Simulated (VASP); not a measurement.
Ta4O:

```
Ta O
1.0
     3.25750    0.00000    0.00000
     0.00000    3.25750    0.00000
     0.00000    0.00000    7.40934
Ta O
4 1
Cartesian
  0.0000 0.0000 3.7047
  1.6287 1.6287 5.8027
  1.6287 1.6287 1.6067
  0.0000 0.0000 0.0000
  1.6287 1.6287 3.7047
```

- Program: VASP 6.6.1
- Task: relaxation of cell and atoms
- Functional: PBE
- Dispersion: D4
- Potentials or basis: VASP PAW PBE potentials, release 64 (Ta_pv, O)
- Cutoff: 600 eV
- k mesh: 12 × 12 × 6
- Occupations: gaussian, width 0.1 eV
- Spin: no spin polarisation

At the start: pressure -3.5 GPa; volume 15.72 Å³/atom.

Task: How do energy, volume and symmetry change on relaxing?

Result: Over 10 steps the energy falls by 2.8 meV/atom and the volume is 15.47 Å³/atom (-1.6 %); space group P4/mmm (No. 123, to 0.05 Å).

Step by step:
| step | energy change (eV) | largest force (eV/Å) | pressure (GPa) | volume (Å³) |
| --- | --- | --- | --- | --- |
| 1 | 0.0000 | 0.0381 | -3.52 | 78.62 |
| 2 | 0.0537 | 0.1501 | 8.46 | 74.76 |
| 3 | -0.0139 | 0.0129 | -0.04 | 77.39 |
| 4 | -0.0139 | 0.0142 | 0.01 | 77.37 |
| 5 | -0.0141 | 0.0201 | 0.03 | 77.34 |
| 6 | -0.0141 | 0.0193 | 0.04 | 77.34 |
| 7 | -0.0141 | 0.0163 | 0.04 | 77.34 |
| 8 | -0.0141 | 0.0171 | 0.03 | 77.34 |
| 9 | -0.0141 | 0.0182 | 0.03 | 77.34 |
| 10 | -0.0141 | 0.0057 | -0.05 | 77.37 |

Final structure:
```
Ta O
1.0
     3.23810    0.00000    0.00000
     0.00000    3.23810    0.00000
     0.00000    0.00000    7.37895
Ta O
4 1
Direct
  0.00000 0.00000 0.50000
  0.50000 0.50000 0.78306
  0.50000 0.50000 0.21694
  0.00000 0.00000 0.00000
  0.50000 0.50000 0.50000
```

Caveat: pairwise dispersion overbinds metals, which lowers pressure and volume.
